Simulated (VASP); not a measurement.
## ZnS: relaxation of cell and atoms with LDA

The system is ZnS.

```
Zn S
1.0
     3.73823    0.00000    0.00000
    -1.86912    3.23740    0.00000
     0.00000    0.00000    6.14300
Zn S
2 2
Direct
  0.33333 0.66667 0.00559
  0.66667 0.33333 0.50559
  0.33333 0.66667 0.37941
  0.66667 0.33333 0.87941
```

```json
{
  "Program": "VASP 6.6.1",
  "Task": "relaxation of cell and atoms",
  "Functional": "LDA",
  "Potentials or basis": "VASP PAW LDA potentials, release 64 (Zn, S)",
  "Cutoff": "600 eV",
  "k mesh": "6 × 6 × 4",
  "Occupations": "gaussian, width 0.01 eV",
  "Spin": "no spin polarisation",
  "Target pressure": "-2 GPa",
  "Dipole correction": "no",
  "Further INCAR settings": "ALGO = Normal; EDIFF = 1e-06; IBRION = 2; EDIFFG = -0.002; NSW = 100; ISIF = 3"
}
```

```json
{
 "Relaxed volume": "19.11 Å³/atom",
 "Relaxed cell": "a = 3.775 Å, b = 3.775 Å, c = 6.194 Å, α = 90.00°, β = 90.00°, γ = 120.00°",
 "Space group after relaxing (to 0.05 Å)": "P6_3mc (No. 186)",
 "Energy change on relaxing (the enthalpy is what falls)": "+2.9 meV/atom",
 "Ionic steps": "18",
 "Pressure after relaxing": "-2.0 GPa",
 "Band gap on the k mesh": "2.10 eV, direct"
}
```

Step by step:
| step | energy change (eV) | largest force (eV/Å) | pressure (GPa) | volume (Å³) |
| --- | --- | --- | --- | --- |
| 1 | 0.0000 | 0.0021 | 0.26 | 74.34 |
| 2 | 0.0230 | 0.0103 | -2.80 | 77.19 |
| 3 | 0.0116 | 0.0071 | -1.99 | 76.42 |
| 4 | 0.0121 | 0.0073 | -2.03 | 76.46 |
| 5 | 0.0116 | 0.0056 | -1.96 | 76.42 |
| 6 | 0.0115 | 0.0046 | -1.98 | 76.42 |
| 7 | 0.0117 | 0.0045 | -2.03 | 76.44 |
| 8 | 0.0118 | 0.0037 | -2.02 | 76.44 |
| 9 | 0.0119 | 0.0036 | -2.01 | 76.45 |
| 10 | 0.0121 | 0.0028 | -2.06 | 76.47 |
| 11 | 0.0119 | 0.0037 | -2.03 | 76.45 |
| 12 | 0.0119 | 0.0047 | -2.01 | 76.45 |
| 13 | 0.0119 | 0.0008 | -2.02 | 76.45 |
| 14 | 0.0119 | 0.0004 | -2.02 | 76.45 |
| 15 | 0.0117 | 0.0016 | -1.99 | 76.43 |
| 16 | 0.0118 | 0.0004 | -2.03 | 76.44 |
| 17 | 0.0117 | 0.0019 | -2.00 | 76.43 |
| 18 | 0.0116 | 0.0000 | -1.99 | 76.43 |

Final structure:
```cif
data_structure
_symmetry_space_group_name_H-M 'P 1'
_symmetry_Int_Tables_number 1
_cell_length_a 3.7746
_cell_length_b 3.7746
_cell_length_c 6.1941
_cell_angle_alpha 90.000
_cell_angle_beta 90.000
_cell_angle_gamma 120.000
_cell_volume 76.43
loop_
_atom_site_label
_atom_site_type_symbol
_atom_site_fract_x
_atom_site_fract_y
_atom_site_fract_z
_atom_site_occupancy
Zn1 Zn 0.33333 0.66667 0.00540 1
Zn2 Zn 0.66667 0.33333 0.50540 1
S1 S 0.33333 0.66667 0.37960 1
S2 S 0.66667 0.33333 0.87960 1
```

Levels at points of the mesh, in eV from the valence-band top:
| k point | band 14 | band 15 | band 16 | band 17 | band 18 | band 19 | band 20 | band 21 | band 22 |
| --- | --- | --- | --- | --- | --- | --- | --- | --- | --- |
| (0.00, 0.00, 0.00) | -0.95 | -0.95 | -0.09 | 0.00 | 0.00 | 2.10 | 2.96 | 6.14 | 6.14 |
| (0.50, 0.00, 0.00) | -4.32 | -3.47 | -2.37 | -1.82 | -0.94 | 3.44 | 4.15 | 4.91 | 6.76 |
| (0.00, 0.00, 0.50) | -3.02 | -0.50 | -0.50 | -0.50 | -0.50 | 3.44 | 3.44 | 6.62 | 6.62 |
| (0.50, 0.00, 0.50) | -5.11 | -1.73 | -1.73 | -1.71 | -1.71 | 3.34 | 3.34 | 5.05 | 5.05 |

It took 9.8 min on 1 thread of AMD EPYC 7R13, on a shared host, peak memory 0.16 GiB.

Caveat: the cell is relaxed towards a set pressure, so the enthalpy falls and the energy may rise.
